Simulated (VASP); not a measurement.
# Zr4ZnPd (F-43m) in VASP: notebook, part 2 of 2

VASP 6.6.1. The steps go on from the part before.

### Step 5. Single point, PBE

This run uses another cell than the first one, of 20.96 Å³/atom.

File INCAR:

```
SYSTEM = Zr4ZnPd
PREC = Accurate ; ENCUT = 520
EDIFF = 1E-6 ; ISMEAR = 0
SIGMA = 0.1 ; LREAL = .FALSE.
LASPH = .TRUE. ; NELM = 60
ALGO = Fast ; ISIF = 2
LWAVE = .FALSE. ; LCHARG = .FALSE.
GGA = PE ; NBANDS = 44
```

File KPOINTS:

```
Automatic mesh
0
G
  8 8 8
  0 0 0
```

File POSCAR:

```
Zr4ZnPd
1.0
    0.0000000000      3.9765844546      3.9765844546
    3.9765844546      0.0000000000      3.9765844546
    3.9765844546      3.9765844546      0.0000000000
Zr Zn Pd
4 1 1
Direct
    0.1254774075      0.6248408642      0.6248408642
    0.6248408642      0.6248408642      0.6248408642
    0.6248408642      0.1254774075      0.6248408642
    0.6248408642      0.6248408642      0.1254774075
    0.2500000000      0.2500000000      0.2500000000
    0.0000000000      0.0000000000      0.0000000000
```

Potentials or basis: VASP PAW PBE potentials, release 64 (Zr_sv, Zn, Pd).

Run with:

```bash
cat potpaw_PBE.64/Zr_sv/POTCAR potpaw_PBE.64/Zn/POTCAR potpaw_PBE.64/Pd/POTCAR > POTCAR
mpirun -np 1 vasp_std > vasp.out
```

OUTCAR:

```text
SYSTEM = Zr4ZnPd
   PREC = Accurate
   ENCUT = 520
   EDIFF = 1E-6
   ISMEAR = 0
   LREAL = .FALSE.
   LASPH = .TRUE.
   NELM = 60
   ISIF = 2
   GGA = PE

 ion  position               nearest neighbor table
   1  0.125  0.625  0.625-   2 2.81   3 2.81   4 2.81   3 2.82   4 2.82   2 2.82   5 3.30   5 3.30
                             5 3.30   6 3.30   6 3.30   6 3.30
   2  0.625  0.625  0.625-   1 2.81   3 2.81   4 2.81   1 2.82   3 2.82   4 2.82   5 3.30   5 3.30
                             5 3.30   6 3.30   6 3.30   6 3.30
   3  0.625  0.125  0.625-   1 2.81   2 2.81   4 2.81   1 2.82   4 2.82   2 2.82   5 3.30   5 3.30
                             5 3.30   6 3.30   6 3.30   6 3.30
   4  0.625  0.625  0.125-   1 2.81   2 2.81   3 2.81   3 2.82   1 2.82   2 2.82   5 3.30   5 3.30
                             5 3.30   6 3.30   6 3.30   6 3.30
   5  0.250  0.250  0.250-   1 3.30   3 3.30   1 3.30   4 3.30   3 3.30   4 3.30   2 3.30   2 3.30
                             2 3.30   1 3.30   3 3.30   4 3.30
   6  0.000  0.000  0.000-   1 3.30   3 3.30   4 3.30   2 3.30   2 3.30   2 3.30   1 3.30   4 3.30
                             3 3.30   1 3.30   3 3.30   4 3.30

  LATTYP: Found a face centered cubic cell.
 ALAT       =     7.9531689092

  Lattice vectors:

 A1 = (   0.0000000000,   3.9765844546,   3.9765844546)
 A2 = (   3.9765844546,   0.0000000000,   3.9765844546)
 A3 = (   3.9765844546,   3.9765844546,   0.0000000000)

Analysis of symmetry for initial positions (statically):
=====================================================================
 Subroutine PRICEL returns:
 Original cell was already a primitive cell.

 Routine SETGRP: Setting up the symmetry group for a
 face centered cubic supercell.

 Subroutine GETGRP returns: Found 24 space group operations
 (whereof 24 operations were pure point group operations)
 out of a pool of 48 trial point group operations.

The static configuration has the point symmetry T_d .

[... 142 lines left out ...]
  Fermi-wavevector in a.u.,A,eV,Ry     =   1.346648  2.544795 24.673619  1.813460
  Thomas-Fermi vector in A             =   2.474463
   LORBIT       =      0    0 simple, 1 ext, 2 COOP (PROOUT), +10 PAW based schemes
   GGA     = PE    functional components
   LHFCALC =     F    Hartree Fock is set to
   AEXX    =    0.0000 exact exchange contribution
   IVDW    =     0    specifies the selected vdW correction
   LEPSILON=     F    determine dielectric tensor
   LRPA    =     F    only Hartree local field effects (RPA)
 non-spin polarized calculation
 RMM-DIIS sequential band-by-band and
 Gauss-broadening in eV      SIGMA  =   0.10
  energy-cutoff  :      520.00
  volume of cell :      125.77
 maximum number of plane-waves:      3407
 NGX is ok and might be reduce to    42
   NGX = 21   NGY = 21   NGZ = 21

 number of electron      70.0000014 magnetization

 Free energy of the ion-electron system (eV)
  ---------------------------------------------------
  ext. energy  EPLUGINS =         0.00000000
  ---------------------------------------------------
  free energy    TOTEN  =       -38.76492116 eV

  energy without entropy =      -38.73988418  energy(sigma->0) =      -38.75240267

 E-fermi :   7.6228     XC(G=0): -11.1857

 val. band max:        7.6147520328   @ k =  -0.3750   0.5000   0.1250
 cond. band min:       7.6322158654   @ k =  -0.3750   0.3750   0.0000
 fundamental gap:      0.0174638326
 Fermi energy:         7.6228447338

 k-point     1 :       0.0000    0.0000    0.0000
  band No.  band energies     occupation
      1     -40.8671      2.00000
      2     -40.4582      2.00000
      3     -40.4582      2.00000
      4     -40.4582      2.00000
      5     -20.3512      2.00000
      6     -19.3316      2.00000
[... 1117 lines left out ...]
     43      10.9115      0.00000
     44      11.1164      0.00000

 [... further k-points ...]

------------------------ aborting loop because EDIFF is reached ----------------------------------------

  FORCE on cell =-STRESS in cart. coord.  units (eV):
  Direction    XX          YY          ZZ          XY          YZ          ZX
  --------------------------------------------------------------------------------------
  -------------------------------------------------------------------------------------
  Total        0.0661968      0.0661968      0.0661968      0.0000000      0.0000000     -0.0000000
  in kB        0.8433100      0.8433100      0.8433100      0.0000000      0.0000000     -0.0000000
  external PRESSURE =       0.8433100 kB  Pullay stress =       0.0000000 kB

 VOLUME and BASIS-vectors are now :
 -----------------------------------------------------------------------------
  energy-cutoff  :      520.00
  volume of cell :      125.77
      direct lattice vectors                 reciprocal lattice vectors
     0.000000000  3.976584455  3.976584455    -0.125736045  0.125736045  0.125736045
     3.976584455  0.000000000  3.976584455     0.125736045 -0.125736045  0.125736045
     3.976584455  3.976584455  0.000000000     0.125736045  0.125736045 -0.125736045

 POSITION                                       TOTAL-FORCE (eV/Angst)
 -----------------------------------------------------------------------------------
      4.96946      2.98370      2.98370        -0.002249      0.002249      0.002249
      4.96946      4.96946      4.96946        -0.002249     -0.002249     -0.002249
      2.98370      4.96946      2.98370         0.002249     -0.002249      0.002249
      2.98370      2.98370      4.96946         0.002249      0.002249     -0.002249
      1.98829      1.98829      1.98829        -0.000000     -0.000000     -0.000000
      0.00000      0.00000      0.00000        -0.000000     -0.000000     -0.000000
 -----------------------------------------------------------------------------------
    total drift:                               -0.000002     -0.000002     -0.000002

  FREE ENERGIE OF THE ION-ELECTRON SYSTEM (eV)
  ---------------------------------------------------
  free  energy   TOTEN  =       -38.7649211570 eV

  energy  without entropy=      -38.7398841808  energy(sigma->0) =      -38.75240267
```

stdout:

```text
POSCAR found type information on POSCAR ZrZnPd
 POSCAR found :  3 types and       6 ions
 scaLAPACK will be used
 LDA part: xc-table for (Slater+PW92), standard interpolation
 POSCAR, INCAR and KPOINTS ok, starting setup
 FFT: planning ... GRIDC
 FFT: planning ... GRID_SOFT
 FFT: planning ... GRID
 WAVECAR not read
 entering main loop
WARNING in EDDRMM: call to ZHEGV failed, returncode =   6  3     17
```

Run time: 8.1 min. Hardware: 1 thread of Intel Xeon 8259CL, shared host; peak memory 0.35 GiB.

What came out:

- Free energy: -38.7649 eV
- Pressure: 0.1 GPa
- Largest force: 0.004 eV/Å
- Band gap on the k mesh: zero (bands 35 and 36 overlap by 0.70 eV)

Forces on the atoms (eV/Å):
```
Zr  -0.002  0.002  0.002
Zr  -0.002 -0.002 -0.002
Zr   0.002 -0.002  0.002
Zr   0.002  0.002 -0.002
Zn   0.000  0.000  0.000
Pd   0.000  0.000  0.000
```

### Step 6. Relaxation of cell and atoms, PBE

This run uses another cell than the first one, of 20.85 Å³/atom.

File INCAR:

```
ALGO = Fast
EDIFF = 1E-6
EDIFFG = -0.01
ENCUT = 600
GGA = PE
IBRION = 2
ISIF = 3
ISMEAR = 0
LASPH = True
LCHARG = False
LREAL = False
LWAVE = False
NELM = 60
NSW = 100
PREC = Accurate
SIGMA = 0.1
```

File KPOINTS:

```
k-points
0
Gamma
  8 8 8
```

File POSCAR:

```
Zr4ZnPd
1.0
    0.0000000000      3.9696339830      3.9696339830
    3.9696339830      0.0000000000      3.9696339830
    3.9696339830      3.9696339830      0.0000000000
Zr Zn Pd
4 1 1
Direct
    0.1254307170      0.6248564277      0.6248564277
    0.6248564277      0.6248564277      0.6248564277
    0.6248564277      0.1254307170      0.6248564277
    0.6248564277      0.6248564277      0.1254307170
    0.2500000000      0.2500000000      0.2500000000
    0.0000000000      0.0000000000      0.0000000000
```

Potentials or basis: VASP PAW PBE potentials, release 64 (Zr_sv, Zn, Pd).

Run with:

```bash
cat potpaw_PBE.64/Zr_sv/POTCAR potpaw_PBE.64/Zn/POTCAR potpaw_PBE.64/Pd/POTCAR > POTCAR
mpirun -np 1 vasp_std > vasp.out
```

It took 20 min on 1 thread of Intel Xeon 8259CL, shared host; peak memory 0.46 GiB.

Results (log left out):

| Property | Result |
| --- | --- |
| Free energy | -38.7647 eV |
| Relaxed volume | 20.98 Å³/atom |
| Relaxed cell | a = 5.626 Å, b = 5.626 Å, c = 5.626 Å, α = 60.00°, β = 60.00°, γ = 60.00° |
| Space group after relaxing (to 0.1 Å) | F-43m (No. 216) |
| Energy gained by relaxing | 0.2 meV/atom |
| Ionic steps | 3 |
| Pressure after relaxing | 0.0 GPa |
| Band gap on the k mesh | zero (bands 35 and 36 overlap by 0.70 eV) |

The path:
```csv
step,energy change (eV),largest force (eV/Å),pressure (GPa),volume (Å³)
1,0.0000,0.0109,0.52,125.11
2,-0.0009,0.0046,-0.27,126.35
3,-0.0013,0.0010,-0.01,125.89
```

Final structure:
```
Zr Zn Pd
1.0
     0.00000    3.97794    3.97794
     3.97794    0.00000    3.97794
     3.97794    3.97794    0.00000
Zr Zn Pd
4 1 1
Direct
  0.12550 0.62483 0.62483
  0.62483 0.62483 0.62483
  0.62483 0.12550 0.62483
  0.62483 0.62483 0.12550
  0.25000 0.25000 0.25000
  0.00000 0.00000 0.00000
```

Levels at points of the mesh, in eV from the Fermi level:
| k point | band 31 | band 32 | band 33 | band 34 | band 35 | band 36 | band 37 | band 38 | band 39 | band 40 |
| --- | --- | --- | --- | --- | --- | --- | --- | --- | --- | --- |
| (0.00, 0.00, 0.00) | -2.25 | -0.94 | -0.94 | -0.94 | -0.48 | -0.48 | 1.00 | 2.81 | 2.81 | 2.81 |
| (0.50, 0.00, 0.00) | -0.94 | -0.94 | -0.44 | -0.44 | 0.13 | 0.13 | 0.91 | 1.01 | 1.51 | 1.51 |
| (0.50, 0.50, 0.00) | -0.89 | -0.89 | -0.32 | -0.32 | -0.16 | 0.15 | 0.76 | 0.84 | 1.38 | 1.38 |

### Step 7. Summary

```csv
task,cell,k mesh,cutoff (eV),gap on the mesh (eV),pressure (GPa),relaxed volume (Å³/atom)
single point,"a = 4.995 Å, angles 60.0°, 6 atoms, atomic positions A",4 × 4 × 4,520,none,63.2,-
single point,"a = 5.614 Å, angles 60.0°, 6 atoms, atomic positions B",4 × 4 × 4,520,none,0.2,-
relaxation of cell and atoms,"relaxed from a = 4.995 Å, angles 60.0°, 6 atoms, atomic positions A",4 × 4 × 4,600,none,0.0,20.91
single point,"a = 5.624 Å, angles 60.0°, 6 atoms, atomic positions B",8 × 8 × 8,520,none,0.1,-
relaxation of cell and atoms,"relaxed from a = 5.614 Å, angles 60.0°, 6 atoms, atomic positions B",8 × 8 × 8,600,none,0.0,20.98
```

Alike in all rows: level PBE; potentials or basis VASP PAW PBE potentials, release 64 (Zr_sv, Zn, Pd); no spin polarisation; smearing gaussian 0.1 eV.

Caveats: some runs use coarse meshes; the volume moved by over 15 % at a fixed basis, so the end points are rough (at least some runs).

Total energies depend on the potentials used, so only differences within one code and one set of settings carry meaning.

The gap in the log of VASP goes by the Fermi energy; the results here count the filled bands.